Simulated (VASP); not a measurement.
# Ga2SnSe3 (P4/mmm) in VASP: further runs, part 2 of 2

VASP 6.6.1.

### 3 Single point, PBE

This run uses another cell than the first one, of 28.27 Å³/atom.

INCAR

```
PREC = Accurate ; ENCUT = 520
EDIFF = 1E-7 ; ISMEAR = 0
SIGMA = 0.1 ; LREAL = False
LASPH = True ; NELM = 100
ALGO = Normal ; ISIF = 2
LWAVE = False ; LCHARG = True
GGA = PE ; LELF = True
LVHAR = True ; NBANDS = 38
```

KPOINTS

```
Automatic mesh
0
Gamma
  4 4 4
```

POSCAR

```
Ga2SnSe3
1.0
    4.2957401393      0.0000000000      0.0000000000
    0.0000000000      4.2957401393      0.0000000000
    0.0000000000      0.0000000000      9.1930035363
Ga Sn Se
2 1 3
Direct
    0.0000000000      0.0000000000      0.6842688734
    0.0000000000      0.0000000000      0.3157311266
    0.0000000000      0.0000000000      0.0000000000
    0.0000000000      0.5000000000      0.5000000000
    0.5000000000      0.0000000000      0.5000000000
    0.5000000000      0.5000000000      0.0000000000
```

Potentials or basis: VASP PAW PBE potentials, release 64 (Ga_d, Sn_d, Se).

Launch:

```sh
cat potpaw_PBE.64/Ga_d/POTCAR potpaw_PBE.64/Sn_d/POTCAR potpaw_PBE.64/Se/POTCAR > POTCAR
mpirun -np 1 vasp_std > vasp.out
```

OUTCAR:

```text
PREC = Accurate
   ENCUT = 520
   EDIFF = 1E-7
   ISMEAR = 0
   LREAL = False
   LASPH = True
   NELM = 100
   ISIF = 2
   GGA = PE

 ion  position               nearest neighbor table
   1  0.000  0.000  0.684-   4 2.74   5 2.74   4 2.74   5 2.74   3 2.90
   2  0.000  0.000  0.316-   4 2.74   5 2.74   4 2.74   5 2.74   3 2.90
   3  0.000  0.000  0.000-   1 2.90   2 2.90   6 3.04   6 3.04   6 3.04   6 3.04
   4  0.000  0.500  0.500-   1 2.74   2 2.74   1 2.74   2 2.74
   5  0.500  0.000  0.500-   1 2.74   2 2.74   1 2.74   2 2.74
   6  0.500  0.500  0.000-   3 3.04   3 3.04   3 3.04   3 3.04

  LATTYP: Found a simple tetragonal cell.
 ALAT       =     4.2957401393
 C/A-ratio  =     2.1400278504

  Lattice vectors:

 A1 = (   4.2957401393,   0.0000000000,   0.0000000000)
 A2 = (   0.0000000000,   4.2957401393,   0.0000000000)
 A3 = (   0.0000000000,   0.0000000000,   9.1930035363)

Analysis of symmetry for initial positions (statically):
=====================================================================
 Subroutine PRICEL returns:
 Original cell was already a primitive cell.
[... 175 lines left out ...]
 cond. band min:       3.4114400963   @ k =   0.5000   0.5000   0.0000
 fundamental gap:      0.2374101712
 Fermi energy:         3.1790582448

 k-point     1 :       0.0000    0.0000    0.0000
  band No.  band energies     occupation
      1     -18.3053      2.00000
      2     -18.2950      2.00000
      3     -18.2837      2.00000
      4     -18.2787      2.00000
      5     -18.2787      2.00000
      6     -11.7321      2.00000
[... 727 lines left out ...]
     37       7.8745      0.00000
     38       9.9553      0.00000

------------------------ aborting loop because EDIFF is reached ----------------------------------------

  FORCE on cell =-STRESS in cart. coord.  units (eV):
  Direction    XX          YY          ZZ          XY          YZ          ZX
  --------------------------------------------------------------------------------------
  -------------------------------------------------------------------------------------
  Total       -0.0124809     -0.0124809      0.0286242      0.0000000      0.0000000      0.0000000
  in kB       -0.1178755     -0.1178755      0.2703403      0.0000000      0.0000000      0.0000000
  external PRESSURE =       0.0115298 kB  Pullay stress =       0.0000000 kB

 VOLUME and BASIS-vectors are now :
 -----------------------------------------------------------------------------
  energy-cutoff  :      520.00
  volume of cell :      169.64
      direct lattice vectors                 reciprocal lattice vectors
     4.295740139  0.000000000  0.000000000     0.232788755  0.000000000  0.000000000
     0.000000000  4.295740139  0.000000000     0.000000000  0.232788755  0.000000000
     0.000000000  0.000000000  9.193003536     0.000000000  0.000000000  0.108778377

 POSITION                                       TOTAL-FORCE (eV/Angst)
 -----------------------------------------------------------------------------------
      0.00000      0.00000      6.29049         0.000000      0.000000      0.025641
      0.00000      0.00000      2.90252         0.000000      0.000000     -0.025641
      0.00000      0.00000      0.00000        -0.000000      0.000000      0.000000
      0.00000      2.14787      4.59650        -0.000000      0.000000      0.000000
      2.14787      0.00000      4.59650        -0.000000      0.000000      0.000000
      2.14787      2.14787      0.00000        -0.000000      0.000000      0.000000
 -----------------------------------------------------------------------------------
    total drift:                                0.000000     -0.000000      0.000000

  FREE ENERGIE OF THE ION-ELECTRON SYSTEM (eV)
  ---------------------------------------------------
  free  energy   TOTEN  =       -20.5911463990 eV

  energy  without entropy=      -20.5827416917  energy(sigma->0) =      -20.58694405
```

OSZICAR:

```text
N       E                     dE             d eps       ncg     rms          rms(c)
DAV:   1     0.529603364592E+03    0.52960E+03   -0.26309E+04  1432   0.197E+03
DAV:   2     0.638335762233E+02   -0.46577E+03   -0.45131E+03  1490   0.544E+02
DAV:   3    -0.159002673233E+02   -0.79734E+02   -0.77652E+02  1618   0.170E+02
DAV:   4    -0.208688419637E+02   -0.49686E+01   -0.49076E+01  1704   0.441E+01
DAV:   5    -0.210205107021E+02   -0.15167E+00   -0.15150E+00  1786   0.758E+00    0.571E+00
DAV:   6    -0.205893531706E+02    0.43116E+00   -0.97495E-01  1748   0.780E+00    0.336E+00
DAV:   7    -0.205854363851E+02    0.39168E-02   -0.27053E-01  1710   0.257E+00    0.127E+00
DAV:   8    -0.205901072255E+02   -0.46708E-02   -0.43199E-02  1630   0.147E+00    0.274E-01
DAV:   9    -0.205908454187E+02   -0.73819E-03   -0.73719E-03  1714   0.583E-01    0.111E-01
DAV:  10    -0.205909562407E+02   -0.11082E-03   -0.11040E-03  1608   0.245E-01    0.521E-02
DAV:  11    -0.205911393311E+02   -0.18309E-03   -0.33864E-04  1682   0.860E-02    0.217E-02
DAV:  12    -0.205911357830E+02    0.35481E-05   -0.42368E-05  1958   0.324E-02    0.860E-03
DAV:  13    -0.205911460699E+02   -0.10287E-04   -0.18439E-05  1470   0.208E-02    0.242E-03
DAV:  14    -0.205911463561E+02   -0.28622E-06   -0.11434E-06  1836   0.677E-03    0.122E-03
DAV:  15    -0.205911463990E+02   -0.42881E-07   -0.51075E-07  1330   0.391E-03
   1 F= -.20591146E+02 E0= -.20586944E+02  d E =-.840471E-02
```

stdout:

```text
POSCAR found type information on POSCAR GaSnSe
 POSCAR found :  3 types and       6 ions
 scaLAPACK will be used
 LDA part: xc-table for (Slater+PW92), standard interpolation
 POSCAR, INCAR and KPOINTS ok, starting setup
 FFT: planning ... GRIDC
 FFT: planning ... GRID_SOFT
 FFT: planning ... GRID
 WAVECAR not read
 entering main loop
```

Run time: 94 s. Hardware: 1 thread of Intel Xeon Platinum 8488C (Sapphire Rapids), shared host; peak memory 0.31 GiB.

What came out:

| Property | Result |
| --- | --- |
| Free energy | -20.5911 eV |
| Pressure | 0.0 GPa |
| Largest force | 0.026 eV/Å |
| Band gap on the k mesh | zero (bands 29 and 30 overlap by 1.69 eV) |

Forces in eV/Å, atoms in the order of the input:
```
Ga   0.000  0.000  0.026
Ga   0.000  0.000 -0.026
Sn   0.000  0.000  0.000
Se   0.000  0.000  0.000
Se   0.000  0.000  0.000
Se   0.000  0.000  0.000
```

Levels at points of the mesh, in eV from the Fermi level:
| k point | band 27 | band 28 | band 29 | band 30 | band 31 | band 32 |
| --- | --- | --- | --- | --- | --- | --- |
| (0.00, 0.00, 0.00) | -1.18 | -0.17 | 0.64 | 0.64 | 1.06 | 2.26 |
| (0.50, 0.00, 0.00) | -1.23 | -1.20 | -1.15 | 0.37 | 0.63 | 1.55 |
| (0.50, 0.50, 0.00) | -1.00 | -0.52 | 0.23 | 1.43 | 2.21 | 2.45 |
| (0.00, 0.00, 0.50) | -1.18 | 0.48 | 0.64 | 0.64 | 0.64 | 2.35 |
| (0.50, 0.00, 0.50) | -1.41 | -1.15 | -0.51 | 0.76 | 0.93 | 1.34 |
| (0.50, 0.50, 0.50) | -2.83 | -0.96 | 1.43 | 1.83 | 1.83 | 2.21 |

Caveat: the k points lie up to 0.37 Å⁻¹ apart, too coarse for converged energies and pressures of a metal; spin-orbit coupling is left out, which moves the levels of the heavy elements.

### 4 Relaxation of cell and atoms, PBE

INCAR

```
SYSTEM = Ga2SnSe3
ALGO     = Normal         ! electronic algorithm
EDIFF    = 1E-7           ! SCF threshold, eV
EDIFFG   = -0.04          ! ionic threshold
ENCUT    = 600            ! plane-wave cutoff, eV
GGA      = PE             ! functional
IBRION   = 2              ! ionic algorithm
ISIF     = 3              ! what is computed and relaxed
ISMEAR   = 0              ! smearing method
LASPH    = .TRUE.         ! aspherical terms in the spheres
LCHARG   = .FALSE.        ! write CHGCAR
LREAL    = .FALSE.        ! projectors in reciprocal space
LWAVE    = .FALSE.        ! write WAVECAR
NELM     = 100            ! most SCF steps
NSW      = 90             ! ionic steps
PREC     = Accurate       ! precision mode
SIGMA    = 0.1            ! smearing width, eV
```

KPOINTS

```
k-points
0
G
  4 4 4
  0 0 0
```

POSCAR

```
Ga2SnSe3
1.0
    4.2864114200      0.0000000000      0.0000000000
    0.0000000000      4.2864114200      0.0000000000
    0.0000000000      0.0000000000      5.0179005700
Ga Sn Se
2 1 3
Direct
    0.0000000000      0.0000000000      0.7184213900
    0.0000000000      0.0000000000      0.2815786100
    0.0000000000      0.0000000000      0.0000000000
    0.0000000000      0.5000000000      0.5000000000
    0.5000000000      0.0000000000      0.5000000000
    0.5000000000      0.5000000000      0.0000000000
```

Launch:

```sh
cat potpaw_PBE.64/Ga_d/POTCAR potpaw_PBE.64/Sn_d/POTCAR potpaw_PBE.64/Se/POTCAR > POTCAR
mpirun -np 1 vasp_std > vasp.out
```

Wall time 22 min (1 thread of Intel Xeon Platinum 8488C (Sapphire Rapids), shared host); peak memory 0.27 GiB.

Results (log left out):

* Free energy: -20.2733 eV
* Relaxed volume: 27.10 Å³/atom
* Relaxed cell: a = 4.314 Å, b = 4.314 Å, c = 8.737 Å, α = 90.00°, β = 90.00°, γ = 90.00°
* Space group after relaxing (to 0.1 Å): P4/mmm (No. 123)
* Pressure after relaxing: 0.0 GPa
* Largest force after relaxing: 0.027 eV/Å
* Band gap on the k mesh: zero (bands 29 and 30 overlap by 1.30 eV)

Forces in eV/Å, atoms in the order of the input:
```
Ga   0.000  0.000  0.027
Ga   0.000  0.000 -0.027
Sn   0.000  0.000  0.000
Se   0.000  0.000  0.000
Se   0.000  0.000  0.000
Se   0.000  0.000  0.000
```

Stress tensor (GPa, compression positive):
```
0.00 0.00 0.00
0.00 0.00 0.00
0.00 0.00 0.14
```

Final structure:
```yaml
crystal:
  lattice:
    - [4.31383, 0.00000, 0.00000]
    - [0.00000, 4.31383, 0.00000]
    - [0.00000, 0.00000, 8.73744]
  atoms:
    - { symbol: Ga, position: [0.00000, 0.00000, 0.31445] }
    - { symbol: Ga, position: [0.00000, 0.00000, 0.68555] }
    - { symbol: Sn, position: [0.00000, 0.00000, 0.00000] }
    - { symbol: Se, position: [0.00000, 0.50000, 0.50000] }
    - { symbol: Se, position: [0.50000, 0.00000, 0.50000] }
    - { symbol: Se, position: [0.50000, 0.50000, 0.00000] }
```

Levels at points of the mesh, in eV from the Fermi level:
| k point | band 26 | band 27 | band 28 | band 29 | band 30 | band 31 | band 32 | band 33 |
| --- | --- | --- | --- | --- | --- | --- | --- | --- |
| (0.00, 0.00, 0.00) | -2.36 | -1.47 | -0.35 | 0.25 | 0.25 | 0.89 | 1.98 | 1.98 |
| (0.50, 0.00, 0.00) | -1.95 | -1.26 | -1.25 | -1.20 | 0.13 | 0.65 | 1.31 | 2.02 |
| (0.50, 0.50, 0.00) | -3.73 | -1.12 | -0.12 | 0.21 | 0.97 | 1.84 | 2.48 | 2.48 |
| (0.00, 0.00, 0.50) | -1.70 | -1.47 | 0.25 | 0.25 | 0.34 | 0.83 | 2.10 | 2.10 |
| (0.50, 0.00, 0.50) | -2.28 | -1.52 | -1.27 | -0.69 | 0.59 | 0.98 | 1.00 | 2.61 |
| (0.50, 0.50, 0.50) | -3.40 | -3.21 | -1.06 | 0.97 | 1.71 | 1.71 | 1.84 | 3.87 |

Caveat: the k points lie up to 0.36 Å⁻¹ apart in the final cell, too coarse for converged energies and pressures of a metal; the volume moved by over 15 % at a fixed basis, so the end points are rough; spin-orbit coupling is left out, which moves the levels of the heavy elements.

### 5 Single point, PBE

This run uses another cell than the first one, of 28.50 Å³/atom.

INCAR

```
PREC     = Accurate       # precision mode
ENCUT    = 520            # plane-wave cutoff, eV
EDIFF    = 1E-7           # SCF threshold, eV
ISMEAR   = 0              # smearing method
SIGMA    = 0.1            # smearing width, eV
LREAL    = F              # projectors in reciprocal space
LASPH    = T              # aspherical terms in the spheres
NELM     = 80             # most SCF steps
ALGO     = Normal         # electronic algorithm
ISIF     = 2              # what is computed and relaxed
LWAVE    = F              # write WAVECAR
LCHARG   = F              # write CHGCAR
GGA      = PE             # functional
NBANDS   = 38             # bands
```

KPOINTS

```
regular mesh
0
Gamma
  10 10 4
```

POSCAR

```
Ga2SnSe3
1.0
    4.2497896807      0.0000000000      0.0000000000
    0.0000000000      4.2497896807      0.0000000000
    0.0000000000      0.0000000000      9.4688178442
Ga Sn Se
2 1 3
Direct
    0.0000000000      0.0000000000      0.6910840344
    0.0000000000      0.0000000000      0.3089159656
    0.0000000000      0.0000000000      0.0000000000
    0.0000000000      0.5000000000      0.5000000000
    0.5000000000      0.0000000000      0.5000000000
    0.5000000000      0.5000000000      0.0000000000
```

Launch:

```sh
cat potpaw_PBE.64/Ga_d/POTCAR potpaw_PBE.64/Sn_d/POTCAR potpaw_PBE.64/Se/POTCAR > POTCAR
mpirun -np 1 vasp_std > vasp.out
```

Wall time 4.9 min (1 thread of Intel Xeon Platinum 8488C (Sapphire Rapids), shared host); peak memory 0.5 GiB.

Results (log left out):

| Item | Value |
| --- | --- |
| Free energy | -20.5047 eV |
| Pressure | 0.0 GPa |
| Largest force | 0.023 eV/Å |
| Band gap on the k mesh | zero (bands 29 and 30 overlap by 1.96 eV) |

Forces on the atoms (eV/Å):
```
Ga   0.000  0.000  0.023
Ga   0.000  0.000 -0.023
Sn   0.000  0.000  0.000
Se   0.000  0.000  0.000
Se   0.000  0.000  0.000
Se   0.000  0.000  0.000
```

Levels at points of the mesh, in eV from the Fermi level:
| k point | band 25 | band 26 | band 27 | band 28 | band 29 | band 30 | band 31 | band 32 | band 33 | band 34 |
| --- | --- | --- | --- | --- | --- | --- | --- | --- | --- | --- |
| (0.00, 0.00, 0.00) | -2.41 | -2.41 | -1.24 | -0.35 | 0.71 | 0.71 | 1.13 | 2.21 | 2.21 | 3.33 |
| (0.50, 0.00, 0.00) | -2.08 | -1.99 | -1.56 | -1.42 | -1.28 | 0.24 | 0.54 | 1.51 | 1.73 | 2.28 |
| (0.50, 0.50, 0.00) | -3.53 | -3.53 | -1.16 | -1.02 | -0.06 | 1.57 | 2.07 | 2.07 | 2.26 | 3.35 |
| (0.00, 0.00, 0.50) | -2.43 | -1.74 | -1.24 | -0.04 | 0.68 | 0.70 | 0.70 | 2.30 | 2.30 | 3.15 |
| (0.50, 0.00, 0.50) | -2.13 | -2.11 | -1.62 | -1.28 | -0.71 | 0.69 | 0.80 | 1.33 | 2.06 | 2.13 |
| (0.50, 0.50, 0.50) | -3.39 | -3.39 | -3.06 | -1.13 | 1.50 | 1.50 | 1.57 | 2.26 | 2.88 | 3.53 |

Caveat: spin-orbit coupling is left out, which moves the levels of the heavy elements.

### 6 Summary

| task | cell | k mesh | cutoff (eV) | gap on the mesh (eV) | pressure (GPa) | largest force (eV/Å) |
| --- | --- | --- | --- | --- | --- | --- |
| single point | a = 4.286, b = 4.286, c = 5.018 Å, 6 atoms, atomic positions A | 4 × 4 × 4 | 520 | none | 164.1 | 67.25 |
| single point | a = 4.296, b = 4.296, c = 9.193 Å, 6 atoms, atomic positions B | 4 × 4 × 4 | 520 | none | 0.0 | 0.03 |
| relaxation of cell and atoms | relaxed from a = 4.286, b = 4.286, c = 5.018 Å, 6 atoms, atomic positions A | 4 × 4 × 4 | 600 | none | 0.0 | 0.03 |
| single point | a = 4.250, b = 4.250, c = 9.469 Å, 6 atoms, atomic positions C | 10 × 10 × 4 | 520 | none | 0.0 | 0.02 |

Alike in all rows: level PBE; potentials or basis VASP PAW PBE potentials, release 64 (Ga_d, Sn_d, Se); no spin polarisation; smearing gaussian 0.1 eV.

Caveats: some runs use coarse meshes; spin-orbit coupling is left out, which moves the levels of the heavy elements; atoms lie so close that the PAW spheres overlap strongly, which falsifies energies and pressures (at least some runs); forces of over 1 eV/Å act on the atoms, so gaps and moduli don't describe the material at rest (at least some runs); the volume moved by over 15 % at a fixed basis, so the end points are rough (at least some runs).

Total energies depend on the potentials used, so only differences within one code and one set of settings carry meaning.

The gap in the log of VASP goes by the Fermi energy; the results here count the filled bands.